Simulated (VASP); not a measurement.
Input of a VASP 6.6.1 run:

File INCAR:

```
SYSTEM = Hf2N
PREC = Accurate ; ENCUT = 520
EDIFF = 1E-7 ; ISMEAR = 0
SIGMA = 0.1 ; LREAL = .FALSE.
LASPH = .TRUE. ; NELM = 100
ALGO = Normal ; ISIF = 2
LWAVE = .FALSE. ; LCHARG = .TRUE.
GGA = PS ; LELF = .TRUE.
LVHAR = .TRUE. ; NBANDS = 34
```

The input KPOINTS:

```
regular mesh
0
G
  8 8 12
  0 0 0
```

POSCAR

```
Hf2N
1.0
    5.1270089066      0.0000000000      0.0000000000
    0.0000000000      5.1270089066      0.0000000000
    0.0000000000      0.0000000000      3.1332349616
Hf N
4 2
Direct
    0.2943115278      0.2943115278      0.0000000000
    0.7056884722      0.7056884722      0.0000000000
    0.7943115278      0.2056884722      0.5000000000
    0.2056884722      0.7943115278      0.5000000000
    0.0000000000      0.0000000000      0.0000000000
    0.5000000000      0.5000000000      0.5000000000
```

Potentials or basis: VASP PAW PBE potentials, release 64 (Hf_pv, N).

The run is started by

```bash
$ cat potpaw_PBE.64/Hf_pv/POTCAR potpaw_PBE.64/N/POTCAR > POTCAR
$ mpirun -np 1 vasp_std > vasp.out
```

Task: Predict the band gap on the k mesh.

Result: Zero (bands 25 and 26 overlap by 2.98 eV).

Task: Predict the largest force.

Result: 0.004 eV/Å.

Task: Estimate the pressure.

Result: 22.6 GPa.

Stress tensor (GPa, compression positive):
```
22.71  0.00  0.00
 0.00 22.71  0.00
 0.00  0.00 22.46
```

Caveat: the cell stands under pressure; the PAW data sets were made with another functional, which shifts forces and pressure a little; spin-orbit coupling is left out, which moves the levels of the heavy elements.
